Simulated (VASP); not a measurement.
Input of a VASP 6.6.1 run:

File INCAR:

```
SYSTEM = TaSi
  PREC = Accurate
  ENCUT = 520
  EDIFF = 1E-6
  ISMEAR = -1
  SIGMA = 0.05
  LREAL = .False.
  LASPH = .True.
  NELM = 100
  ALGO = Normal
  ISIF = 2
  LWAVE = .False.
  LCHARG = .False.
  LDIPOL = .True.
  IDIPOL = 3
  DIPOL = 0.5 0.5 0.276
  GGA = PE
  NBANDS = 14
```

File KPOINTS:

```
Automatic mesh
0
Gamma
  11 11 1
  0 0 0
```

The input POSCAR:

```
TaSi
1.0
    2.7385900000      0.0000000000      0.0000000000
   -1.3692900000      2.3716900000      0.0000000000
    0.0000000000      0.0000000000     29.0170200000
Ta Si
1 1
Direct
    0.0000000000      0.0000000000      0.2306600000
    0.0000000000      0.0000000000      0.3207400000
```

Potentials or basis: VASP PAW PBE potentials, release 64 (Ta_pv, Si).

Launch:

```bash
$ cat potpaw_PBE.64/Ta_pv/POTCAR potpaw_PBE.64/Si/POTCAR > POTCAR
$ mpirun -np 1 vasp_std > vasp.out
```

(1) What does it give for the largest force?

Results:

(1) 0.143 eV/Å.
